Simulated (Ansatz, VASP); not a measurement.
## Two plane-wave programs on RuPt2

```
CELL_PARAMETERS angstrom
0.00000 2.99027 2.99027
2.99027 0.00000 2.99027
2.99027 2.99027 0.00000
ATOMIC_POSITIONS crystal
Ru 0.00000 0.00000 0.00000
Pt 0.75000 0.75000 0.75000
Pt 0.50000 0.50000 0.50000
```

Change from the starting cell: species swapped into the Cu2Se type (F-43m, No. 216).

Alike in both runs: task relaxation of cell and atoms; functional PBE; k mesh 14 × 14 × 14; occupations gaussian, width 0.1 eV; no spin polarisation.

|  | VASP | Ansatz |
| --- | --- | --- |
| version | VASP 6.6.1 | Ansatz 0.2.0 |
| potentials or method | VASP PAW PBE potentials, release 64 (Ru_pv, Pt), cutoff 600 eV | scalar-relativistic, plane waves, PAW |
| valence electrons in the cell | 34 | 52 |

|  | VASP | Ansatz | Ansatz less VASP |
| --- | --- | --- | --- |
| gap on the k mesh at the Fermi level, each at its own relaxed structure (eV) | none | none | - |
| relaxed volume (Å³/atom) | 17.83 | 17.85 | +0.027 |
| relaxed cell length with the largest relative difference (Å) | 4.229 | 4.231 | +0.0021 |

A gap of «none» marks a metal or a gap that the smearing closes. VASP's potentials hold 34 valence electrons a cell and Ansatz's 52, so a difference there can come from the potentials and not from the codes.

Spin-orbit coupling is off throughout. Noted on VASP's run: the relaxation stopped at its first step, so nothing moved.
